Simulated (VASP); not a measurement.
Set up this calculation in VASP 6.6.1, as the native input.

| Property | Result |
| --- | --- |
| Task | single point |
| Functional | PBE |
| Potentials or basis | VASP PAW PBE potentials, release 64 (La, Hf_pv, O) |
| Cutoff | 520 eV |
| k mesh | 12 × 12 × 8 |
| Occupations | gaussian, width 0.1 eV |
| Spin | no spin polarisation |
| Dipole correction | no |
| Further INCAR settings | ALGO = Normal; EDIFF = 1e-06; NBANDS = 30 |

The structure of La2HfO2 lies in POSCAR:

```
La2HfO2
1.0
    5.5459288173      0.0000000000      0.0000000000
   -2.7729644086      4.8029152434      0.0000000000
    0.0000000000      0.0000000000      4.4058279655
La Hf O
2 1 2
Direct
    0.3333333333      0.6666666667      0.5000000000
    0.6666666667      0.3333333333      0.5000000000
    0.0000000000      0.0000000000      0.0000000000
    0.3333333333      0.6666666667      0.0000000000
    0.6666666667      0.3333333333      0.0000000000
```

The cell was generated, and may not be a known phase.

One way to write it, as run:

INCAR

```
PREC = Accurate
ENCUT = 520
EDIFF = 1E-6
ISMEAR = 0
SIGMA = 0.1
LREAL = False
LASPH = True
NELM = 100
ALGO = Normal
ISIF = 2
LWAVE = False
LCHARG = True
GGA = PE
LELF = True
LVHAR = True
NBANDS = 30
```

KPOINTS

```
regular mesh
0
Gamma
  12 12 8
```

Potentials or basis: VASP PAW PBE potentials, release 64 (La, Hf_pv, O).

Command:

```sh
$ cat potpaw_PBE.64/La/POTCAR potpaw_PBE.64/Hf_pv/POTCAR potpaw_PBE.64/O/POTCAR > POTCAR
$ mpirun -np 1 vasp_std > vasp.out
```

It gave:

* Pressure: -0.2 GPa
* Band gap on the k mesh: zero (bands 22 and 23 overlap by 0.97 eV)

Caveat: spin-orbit coupling is left out, which moves the levels of the heavy elements.

Run time: 9.1 min on 1 thread of Intel(R) Xeon(R) Platinum 8259CL CPU @ 2.50GHz (Skylake/Cascade Lake), on a shared host, peak memory 0.51 GiB.
